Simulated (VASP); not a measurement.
Input of a VASP 6.6.1 run:

The input INCAR:

```
PREC = Accurate
ENCUT = 520
EDIFF = 1E-6
ISMEAR = -1
SIGMA = 0.05
LREAL = False
LASPH = True
NELM = 80
ALGO = Normal
ISIF = 2
LWAVE = False
LCHARG = False
GGA = PE
NBANDS = 13
```

File KPOINTS:

```
Automatic mesh
0
Gamma
  18 18 18
```

File POSCAR:

```
W
1.0
    2.6401863146      0.0000000000      0.0000000000
    0.0000000000      2.6401863146      0.0000000000
    0.0000000000      0.0000000000      2.6401863146
W
1
Direct
    0.0000000000      0.0000000000      0.0000000000
```

Potentials or basis: VASP PAW PBE potentials, release 64 (W_sv).

Run with:

```console
$ cat potpaw_PBE.64/W_sv/POTCAR > POTCAR
$ mpirun -np 1 vasp_std > vasp.out
```

(1) Predict the pressure.

(2) Estimate the band gap on the k mesh.

Answers

(1) 0.6 GPa.

(2) zero (band 7 reaches 11.13 eV, above the bottom of band 8 at 8.34 eV).

Caveat: spin-orbit coupling is left out, which moves the levels of the heavy elements.
